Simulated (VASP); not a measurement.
# Zn (P6_3/mmc) in VASP: a series of runs

The runs below take Zn through single point, with PBE.

Program: VASP 6.6.1. These are calculated values, not measurements. Logs are shortened: lines on timing, memory, paths and dates and some standing lists are left out, and cuts for length are marked.

**1. The cell of the first run**

Symmetry: P6_3/mmc, No. 194, hexagonal system. The conventional cell has a = 2.624 Å, b = 2.624 Å, c = 4.837 Å, α = 90.00°, β = 90.00°, γ = 120.00°. Within 3.5 Å of Zn (site symmetry -6m2) lie 12 Zn at 2.62 to 2.85 Å.

**2. Single point, PBE (volume scaled by 0.94, then relaxed in part)**

File INCAR:

```
PREC = Accurate ; ENCUT = 520
EDIFF = 1E-7 ; ISMEAR = 0
SIGMA = 0.1 ; LREAL = False
LASPH = True ; NELM = 100
ALGO = Normal ; ISIF = 2
LWAVE = False ; LCHARG = False
GGA = PE ; NBANDS = 19
```

File KPOINTS:

```
regular mesh
0
Gamma
  18 18 8
```

File POSCAR:

```
Zn
1.0
    2.6237112936      0.0000000000      0.0000000000
   -1.3118556468      2.2722006325      0.0000000000
    0.0000000000      0.0000000000      4.8369946639
Zn
2
Direct
    0.3333333333      0.6666666667      0.2500000000
    0.6666666667      0.3333333333      0.7500000000
```

Potentials or basis: VASP PAW PBE potentials, release 64 (Zn).

The run is started by

```console
cat potpaw_PBE.64/Zn/POTCAR > POTCAR
mpirun -np 1 vasp_std > vasp.out
```

OUTCAR:

```text
PREC = Accurate
   ENCUT = 520
   EDIFF = 1E-7
   ISMEAR = 0
   LREAL = False
   LASPH = True
   NELM = 100
   ISIF = 2
   GGA = PE

 ion  position               nearest neighbor table
   1  0.333  0.667  0.250-   2 2.85   2 2.85   2 2.85   2 2.85   2 2.85   2 2.85
   2  0.667  0.333  0.750-   1 2.85   1 2.85   1 2.85   1 2.85   1 2.85   1 2.85

  LATTYP: Found a hexagonal cell.
 ALAT       =     2.6237112936
 C/A-ratio  =     1.8435697082

  Lattice vectors:

 A1 = (   2.6237112936,   0.0000000000,   0.0000000000)
 A2 = (  -1.3118556468,   2.2722006325,   0.0000000000)
 A3 = (   0.0000000000,   0.0000000000,   4.8369946639)

Analysis of symmetry for initial positions (statically):
=====================================================================
 Subroutine PRICEL returns:
 Original cell was already a primitive cell.

 Routine SETGRP: Setting up the symmetry group for a
 hexagonal supercell.

 Subroutine GETGRP returns: Found 24 space group operations
 (whereof 12 operations were pure point group operations)
 out of a pool of 24 trial point group operations.

The static configuration has the point symmetry D_3d.
 The point group associated with its full space group is D_6h.

Analysis of symmetry for dynamics (positions and initial velocities):
=====================================================================
 Subroutine PRICEL returns:
 Original cell was already a primitive cell.

 Routine SETGRP: Setting up the symmetry group for a
 hexagonal supercell.

 Subroutine GETGRP returns: Found 24 space group operations
 (whereof 12 operations were pure point group operations)
 out of a pool of 24 trial point group operations.

The dynamic configuration has the point symmetry D_3d.
 The point group associated with its full space group is D_6h.

 Subroutine INISYM returns: Found 24 space group operations
 (whereof 12 operations are pure point group operations),
 and found     1 'primitive' translations

----------------------------------------------------------------------------------------

                                     Primitive cell

  volume of cell :      28.8362

  direct lattice vectors                    reciprocal lattice vectors
     2.623711294  0.000000000  0.000000000     0.381139496  0.220050991  0.000000000
[... 80 lines left out ...]
   ISPIN  =      1    spin polarized calculation?
   LNONCOLLINEAR =      F non collinear calculations
   LSORBIT =      F    spin-orbit coupling
   LASPH  =      T    aspherical Exc in radial PAW
   ENCUT  =  520.0 eV  38.22 Ry    6.18 a.u.   4.88  4.88  8.99*2*pi/ulx,y,z
   NELM   =    100;   NELMIN=  2; NELMDL= -5     # of ELM steps
   EDIFF  = 0.1E-06   stopping-criterion for ELM
   LREAL  =      F    real-space projection
   EDIFFG = 0.1E-05   stopping-criterion for IOM
   NSW    =      0    number of steps for IOM
   IBRION =     -1    ionic relax: 0-MD 1-quasi-New 2-CG
   NFREE  =      0    steps in history (QN), initial steepest desc. (CG)
   ISIF   =      2    stress and relaxation
   ISYM   =      2    0-nonsym 1-usesym 2-fastsym
   POTIM  = 0.5000    time-step for ionic-motion
   TEBEG  =    0.0;   TEEND  =   0.0 temperature during run
   PSTRESS=    0.0 pullay stress
   NELECT =      24.0000    total number of electrons
   NUPDOWN=      -1.0000    fix difference up-down
   EMIN   =  10.00;   EMAX   =-10.00  energy-range for DOS
   EFERMI =   0.00;   METHOD = LEGACY
   ISMEAR =     0;   SIGMA  =   0.10  broadening in eV -4-tet -1-fermi 0-gaus
   EFERMI_NEDOS =   21; number of points for ismear=-14 and -15
   IALGO  =     38    algorithm
   IMIX   =      4    mixing-type and parameters
     AMIX     =   0.40;   BMIX     =  1.00
     AMIX_MAG =   1.60;   BMIX_MAG =  1.00
  volume/ion in A,a.u.               =      14.42        97.30
  Fermi-wavevector in a.u.,A,eV,Ry     =   1.539923  2.910033 32.264370  2.371364
  Thomas-Fermi vector in A             =   2.646083
   LORBIT       =      0    0 simple, 1 ext, 2 COOP (PROOUT), +10 PAW based schemes
   GGA     = PE    functional components
   LHFCALC =     F    Hartree Fock is set to
   AEXX    =    0.0000 exact exchange contribution
   IVDW    =     0    specifies the selected vdW correction
   LEPSILON=     F    determine dielectric tensor
   LRPA    =     F    only Hartree local field effects (RPA)
 non-spin polarized calculation
 Gauss-broadening in eV      SIGMA  =   0.10
  energy-cutoff  :      520.00
  volume of cell :       28.84
 maximum number of plane-waves:       804
 NGX is ok and might be reduce to    20
   NGX =  9   NGY =  9   NGZ = 17

 number of electron      24.0000040 magnetization

 Free energy of the ion-electron system (eV)
  ---------------------------------------------------
  ext. energy  EPLUGINS =         0.00000000
  ---------------------------------------------------
  free energy    TOTEN  =        -2.19535364 eV

  energy without entropy =       -2.19291173  energy(sigma->0) =       -2.19413268

 E-fermi :   3.6526     XC(G=0): -11.8355

 val. band max:        3.6461317540   @ k =   0.1667   0.1111   0.1250
 cond. band min:       3.6726732300   @ k =   0.3333   0.3333   0.1250
 fundamental gap:      0.0265414761
 Fermi energy:         3.6525610093

 k-point     1 :       0.0000    0.0000    0.0000
  band No.  band energies     occupation
      1      -7.3304      2.00000
      2      -5.3424      2.00000
      3      -4.5655      2.00000
      4      -4.3216      2.00000
      5      -4.3216      2.00000
      6      -4.2640      2.00000
[... 505 lines left out ...]
      6      -4.1731      2.00000
[... 11 lines left out ...]
     18      17.0476      0.00000
     19      18.2078      0.00000

 [... further k-points ...]

------------------------ aborting loop because EDIFF is reached ----------------------------------------

  FORCE on cell =-STRESS in cart. coord.  units (eV):
  Direction    XX          YY          ZZ          XY          YZ          ZX
  --------------------------------------------------------------------------------------
  -------------------------------------------------------------------------------------
  Total        0.7944527      0.7944527      0.7681594      0.0000000     -0.0000000      0.0000000
  in kB       44.1408087     44.1408087     42.6799196      0.0000000     -0.0000000      0.0000000
  external PRESSURE =      43.6538457 kB  Pullay stress =       0.0000000 kB

 VOLUME and BASIS-vectors are now :
 -----------------------------------------------------------------------------
  energy-cutoff  :      520.00
  volume of cell :       28.84
      direct lattice vectors                 reciprocal lattice vectors
     2.623711294  0.000000000  0.000000000     0.381139496  0.220050991  0.000000000
    -1.311855647  2.272200633  0.000000000     0.000000000  0.440101981  0.000000000
     0.000000000  0.000000000  4.836994664     0.000000000  0.000000000  0.206739943

 POSITION                                       TOTAL-FORCE (eV/Angst)
 -----------------------------------------------------------------------------------
     -0.00000      1.51480      1.20925         0.000000     -0.000000      0.000000
      1.31186      0.75740      3.62775        -0.000000      0.000000      0.000000
 -----------------------------------------------------------------------------------
    total drift:                               -0.000000      0.000000     -0.000000

  FREE ENERGIE OF THE ION-ELECTRON SYSTEM (eV)
  ---------------------------------------------------
  free  energy   TOTEN  =        -2.1953536363 eV

  energy  without entropy=       -2.1929117306  energy(sigma->0) =       -2.19413268
```

OSZICAR:

```text
N       E                     dE             d eps       ncg     rms          rms(c)
DAV:   1     0.113371498594E+03    0.11337E+03   -0.12357E+04  7206   0.203E+03
DAV:   2     0.267594373004E+01   -0.11070E+03   -0.10702E+03  7080   0.298E+02
DAV:   3    -0.240284776783E+01   -0.50788E+01   -0.50582E+01  7871   0.700E+01
DAV:   4    -0.243259832889E+01   -0.29751E-01   -0.29742E-01  7650   0.549E+00
DAV:   5    -0.243263452184E+01   -0.36193E-04   -0.36192E-04  7725   0.174E-01    0.448E+00
DAV:   6    -0.221141016782E+01    0.22122E+00   -0.83587E-01  7834   0.198E+01    0.328E+00
DAV:   7    -0.220049272904E+01    0.10917E-01   -0.28996E-02  8890   0.291E+00    0.167E+00
DAV:   8    -0.219534937446E+01    0.51434E-02   -0.17144E-03  9744   0.656E-01    0.474E-02
DAV:   9    -0.219535104690E+01   -0.16724E-05   -0.22595E-04  9473   0.196E-01    0.347E-02
DAV:  10    -0.219535422094E+01   -0.31740E-05   -0.22340E-05  7414   0.548E-02    0.310E-03
DAV:  11    -0.219535400474E+01    0.21620E-06   -0.81979E-08  6464   0.344E-03    0.183E-03
DAV:  12    -0.219535362883E+01    0.37591E-06   -0.19936E-08  4034   0.278E-03    0.108E-04
DAV:  13    -0.219535363635E+01   -0.75129E-08   -0.90619E-09  3806   0.858E-04
   1 F= -.21953536E+01 E0= -.21941327E+01  d E =-.244191E-02
```

Run time: 32 s. Hardware: 1 thread of Intel Xeon 6975P-C (Granite Rapids), shared host; peak memory 0.19 GiB.

Results:

- Free energy: -2.1954 eV
- Pressure: 4.4 GPa
- Band gap on the k mesh: zero (band 12 reaches 5.12 eV, above the bottom of band 13 at 0.59 eV)

Levels at points of the mesh, in eV from the Fermi level:
| k point | band 8 | band 9 | band 10 | band 11 | band 12 | band 13 | band 14 | band 15 | band 16 | band 17 |
| --- | --- | --- | --- | --- | --- | --- | --- | --- | --- | --- |
| (0.00, 0.00, 0.00) | -7.57 | -7.57 | -7.33 | -7.33 | -4.02 | -3.06 | 14.21 | 17.85 | 17.85 | 17.86 |
| (0.50, 0.00, 0.00) | -7.34 | -7.14 | -7.12 | -3.18 | -2.38 | 2.66 | 3.45 | 4.31 | 5.70 | 10.23 |
| (0.00, 0.00, 0.50) | -7.96 | -7.43 | -7.43 | -7.43 | -7.43 | 4.75 | 4.75 | 19.22 | 19.22 | 19.22 |
| (0.50, 0.00, 0.50) | -7.36 | -7.13 | -7.13 | -2.19 | -2.19 | 0.07 | 0.07 | 10.44 | 10.44 | 12.16 |

**3. Single point, PBE (volume scaled by 0.97, then relaxed in part)**

File INCAR:

```
SYSTEM = Zn
PREC = Accurate
ENCUT = 520
EDIFF = 1E-6
ISMEAR = 0
SIGMA = 0.1
LREAL = .False.
LASPH = .True.
NELM = 80
ALGO = Normal
ISIF = 2
LWAVE = .False.
LCHARG = .False.
GGA = PE
NBANDS = 19
```

File KPOINTS:

```
regular mesh
0
Gamma
  18 18 8
  0 0 0
```

File POSCAR:

```
Zn
1.0
    2.6195654357      0.0000000000      0.0000000000
   -1.3097827178      2.2686102142      0.0000000000
    0.0000000000      0.0000000000      5.0071785197
Zn
2
Direct
    0.3333333333      0.6666666667      0.2500000000
    0.6666666667      0.3333333333      0.7500000000
```

Potentials or basis: VASP PAW PBE potentials, release 64 (Zn).

The run is started by

```console
cat potpaw_PBE.64/Zn/POTCAR > POTCAR
mpirun -np 1 vasp_std > vasp.out
```

Run time: 31 s. Hardware: 1 thread of Intel Xeon 6975P-C (Granite Rapids), shared host; peak memory 0.2 GiB.

The run converged. Its results:

* Free energy: -2.2135 eV
* Pressure: 2.4 GPa
* Band gap on the k mesh: zero (band 12 reaches 5.02 eV, above the bottom of band 13 at -0.09 eV)

Stress tensor (GPa, compression positive):
```
2.54 0.00 0.00
0.00 2.54 0.00
0.00 0.00 2.12
```

Levels at points of the mesh, in eV from the Fermi level:
| k point | band 8 | band 9 | band 10 | band 11 | band 12 | band 13 | band 14 | band 15 | band 16 | band 17 |
| --- | --- | --- | --- | --- | --- | --- | --- | --- | --- | --- |
| (0.00, 0.00, 0.00) | -7.40 | -7.40 | -7.21 | -7.21 | -3.94 | -3.42 | 12.78 | 16.60 | 18.27 | 18.27 |
| (0.50, 0.00, 0.00) | -7.24 | -7.00 | -6.98 | -2.88 | -2.10 | 2.43 | 3.52 | 4.01 | 5.65 | 10.64 |
| (0.00, 0.00, 0.50) | -7.79 | -7.29 | -7.29 | -7.29 | -7.29 | 4.04 | 4.04 | 19.53 | 19.53 | 19.53 |
| (0.50, 0.00, 0.50) | -7.25 | -6.99 | -6.99 | -1.95 | -1.95 | 0.22 | 0.22 | 9.84 | 9.84 | 12.40 |
